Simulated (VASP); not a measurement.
Wanted: the native input for a VASP 6.6.1 run.

- Task: single point
- Functional: PBEsol
- Potentials or basis: VASP PAW PBE potentials, release 64 (Ti_sv, Al)
- Cutoff: 520 eV
- k mesh: 10 × 10 × 10
- Occupations: gaussian, width 0.1 eV
- Spin: no spin polarisation
- Dipole correction: no
- Further INCAR settings: ALGO = Fast; EDIFF = 1e-06; NBANDS = 18

The structure of TiAl3 lies in POSCAR:

```
TiAl3
1.0
    4.0833603180      0.0000000000      0.0000000000
    0.0000000000      4.0240252492      0.0000000000
    0.0000000000      0.0000000000      4.0833603180
Ti Al
1 3
Direct
    0.0000000000      0.0000000000      0.0000000000
    0.5000000000      0.4463726834      0.0000000000
    0.5000000000      0.0000000000      0.5000000000
    0.0000000000      0.5536273166      0.5000000000
```

This cell differs from its parent crystal: strained and its atoms moved.

One way to write it, as run:

INCAR

```
PREC     = Accurate       # precision mode
ENCUT    = 520            # plane-wave cutoff, eV
EDIFF    = 1E-6           # SCF threshold, eV
ISMEAR   = 0              # smearing method
SIGMA    = 0.1            # smearing width, eV
LREAL    = False          # projectors in reciprocal space
LASPH    = True           # aspherical terms in the spheres
NELM     = 60             # most SCF steps
ALGO     = Fast           # electronic algorithm
ISIF     = 2              # what is computed and relaxed
LWAVE    = False          # write WAVECAR
LCHARG   = False          # write CHGCAR
GGA      = PS             # functional
NBANDS   = 18             # bands
```

KPOINTS

```
Automatic mesh
0
Gamma
  10 10 10
```

Potentials or basis: VASP PAW PBE potentials, release 64 (Ti_sv, Al).

Command:

```console
$ cat potpaw_PBE.64/Ti_sv/POTCAR potpaw_PBE.64/Al/POTCAR > POTCAR
$ mpirun -np 1 vasp_std > vasp.out
```

Results of the run:

```
Pressure      : -6.2 GPa
Largest force : 1.330 eV/Å
```

Caveat: the cell differs from its parent crystal (strained and its atoms moved); the PAW data sets were made with another functional, which shifts forces and pressure a little.

Wall time 2.2 min on 1 thread of Intel(R) Xeon(R) 6975P-C (Granite Rapids), with other jobs on the host, peak memory 0.26 GiB.
